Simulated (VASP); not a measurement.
Wanted: the native input for a VASP 6.6.1 run.

| Item | Value |
| --- | --- |
| Task | single point |
| Functional | PBE |
| Dispersion | D3(BJ) |
| Potentials or basis | VASP PAW PBE potentials, release 64 (Ge_d) |
| Cutoff | 520 eV |
| k mesh | 11 × 11 × 11 |
| Occupations | fermi-dirac, width 0.05 eV |
| Spin | no spin polarisation |
| Dipole correction | no |
| Further INCAR settings | ALGO = Normal; EDIFF = 1e-07; NBANDS = 21 |

The structure of Ge lies in POSCAR:

```
Ge
1.0
   -2.5780160163      2.5780160163      1.3948207521
    2.5780160163     -2.5780160163      1.3948207521
    2.5780160163      2.5780160163     -1.3948207521
Ge
2
Direct
    0.5000000000      0.5000000000      0.0000000000
    0.2500000000      0.7500000000      0.5000000000
```

These files were run (other wordings do the same):

INCAR

```
SYSTEM = Ge
PREC     = Accurate       ! precision mode
ENCUT    = 520            ! plane-wave cutoff, eV
EDIFF    = 1E-7           ! SCF threshold, eV
ISMEAR   = -1             ! smearing method
SIGMA    = 0.05           ! smearing width, eV
LREAL    = .FALSE.        ! projectors in reciprocal space
LASPH    = .TRUE.         ! aspherical terms in the spheres
NELM     = 80             ! most SCF steps
ALGO     = Normal         ! electronic algorithm
ISIF     = 2              ! what is computed and relaxed
LWAVE    = .FALSE.        ! write WAVECAR
LCHARG   = .FALSE.        ! write CHGCAR
GGA      = PE             ! functional
IVDW     = 12             ! dispersion correction
NBANDS   = 21             ! bands
```

KPOINTS

```
Automatic mesh
0
G
  11 11 11
  0 0 0
```

Potentials or basis: VASP PAW PBE potentials, release 64 (Ge_d).

Run with:

```sh
$ cat potpaw_PBE.64/Ge_d/POTCAR > POTCAR
$ mpirun -np 1 vasp_std > vasp.out
```

It gave:

```json
{
  "Pressure": "0.1 GPa",
  "Band gap on the k mesh": "zero (band 14 reaches 8.49 eV, above the bottom of band 15 at 3.82 eV)",
  "Dispersion energy per atom": "-0.359 eV"
}
```

Caveat: pairwise dispersion overbinds metals, which lowers pressure and volume.

Run time: 57 s on 1 thread of AMD EPYC 9R45 96-Core Processor (Zen 5), on a shared host, peak memory 0.2 GiB.
